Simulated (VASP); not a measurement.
Set up this calculation in VASP 6.6.1, as the native input.

```
Task                   : relaxation of cell and atoms
Functional             : PBE
Potentials or basis    : VASP PAW PBE potentials, release 64 (Rb_sv, H, Br)
Cutoff                 : 600 eV
k mesh                 : 4 × 4 × 4
Occupations            : gaussian, width 0.1 eV
Spin                   : no spin polarisation
Dipole correction      : no
Further INCAR settings : ALGO = Normal; EDIFF = 1e-07; IBRION = 2; EDIFFG = -0.04; NSW = 90; ISIF = 3
```

The structure of Rb3HBr4 lies in POSCAR:

```
Rb3HBr4
1.0
    6.0604123000      0.0000000000      0.0000000000
    0.0000000000      6.0604123000      0.0000000000
    0.0000000000      0.0000000000      6.0604123000
Rb H Br
3 1 4
Direct
    0.0000000000      0.5000000000      0.5000000000
    0.5000000000      0.0000000000      0.5000000000
    0.5000000000      0.5000000000      0.0000000000
    0.0000000000      0.0000000000      0.0000000000
    0.5000000000      0.0000000000      0.0000000000
    0.5000000000      0.5000000000      0.5000000000
    0.0000000000      0.0000000000      0.5000000000
    0.0000000000      0.5000000000      0.0000000000
```

The cell was generated, and may not be a known phase.

One way to write it, as run:

INCAR

```
PREC     = Accurate       # precision mode
ENCUT    = 600            # plane-wave cutoff, eV
EDIFF    = 1E-7           # SCF threshold, eV
ISMEAR   = 0              # smearing method
SIGMA    = 0.1            # smearing width, eV
LREAL    = False          # projectors in reciprocal space
LASPH    = True           # aspherical terms in the spheres
NELM     = 60             # most SCF steps
ALGO     = Normal         # electronic algorithm
ISIF     = 3              # what is computed and relaxed
LWAVE    = False          # write WAVECAR
LCHARG   = False          # write CHGCAR
GGA      = PE             # functional
IBRION   = 2              # ionic algorithm
NSW      = 90             # ionic steps
EDIFFG   = -0.04          # ionic threshold
```

KPOINTS

```
regular mesh
0
Gamma
  4 4 4
```

Potentials or basis: VASP PAW PBE potentials, release 64 (Rb_sv, H, Br).

Command:

```sh
$ cat potpaw_PBE.64/Rb_sv/POTCAR potpaw_PBE.64/H/POTCAR potpaw_PBE.64/Br/POTCAR > POTCAR
$ mpirun -np 1 vasp_std > vasp.out
```

Results of the run:

```json
{
  "Relaxed volume": "39.99 Å³/atom",
  "Relaxed cell": "a = 6.839 Å, b = 6.839 Å, c = 6.839 Å, α = 90.00°, β = 90.00°, γ = 90.00°",
  "Space group after relaxing (to 0.1 Å)": "Pm-3m (No. 221)",
  "Energy gained by relaxing": "266.8 meV/atom",
  "Ionic steps": "5",
  "Pressure after relaxing": "-0.1 GPa",
  "Band gap on the k mesh": "zero (filled and empty bands touch)"
}
```

Caveat: the volume moved by over 15 % at a fixed basis, so the end points are rough; semilocal functionals underestimate gaps, and a narrow one can read as zero.

Wall time 3.9 min on 1 thread of Intel(R) Xeon(R) 6975P-C (Granite Rapids) (shared host), peak memory 0.37 GiB.
